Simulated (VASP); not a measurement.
A run of VASP 6.6.1 is set up as follows.

INCAR

```
PREC = Accurate
ENCUT = 600
EDIFF = 1E-6
ISMEAR = -1
SIGMA = 0.05
LREAL = F
LASPH = T
NELM = 60
ALGO = Normal
ISIF = 3
LWAVE = F
LCHARG = F
GGA = RE
IVDW = 13
IBRION = 2
NSW = 60
EDIFFG = -0.01
```

File KPOINTS:

```
Automatic mesh
0
Gamma
  10 10 2
```

Contents of POSCAR:

```
WS2
1.0
    3.1835163552      0.0000000000      0.0000000000
   -1.5917581776      2.7570060369      0.0000000000
    0.0000000000      0.0000000000     16.9505778900
W S
1 2
Direct
    0.0000000000      0.0000000000      0.0000000000
    0.3333333333      0.6666666667      0.0920005100
    0.3333333333      0.6666666667      0.9079994900
```

Potentials or basis: VASP PAW PBE potentials, release 64 (W_sv, S).

Launch:

```sh
$ cat potpaw_PBE.64/W_sv/POTCAR potpaw_PBE.64/S/POTCAR > POTCAR
$ mpirun -np 1 vasp_std > vasp.out
```

What does it give for the space group after relaxing (to 0.05 Å)?

P-6m2 (No. 187).

Predict the band gap on the k mesh.

2.23 eV, indirect (least direct gap 2.31 eV).

Forces in eV/Å, atoms in the order of the input:
```
W    0.000  0.000  0.000
S    0.000  0.000 -0.006
S    0.000  0.000  0.006
```

Caveat: the PAW data sets were made with another functional, which shifts forces and pressure a little; spin-orbit coupling is left out, which moves the levels of the heavy elements.
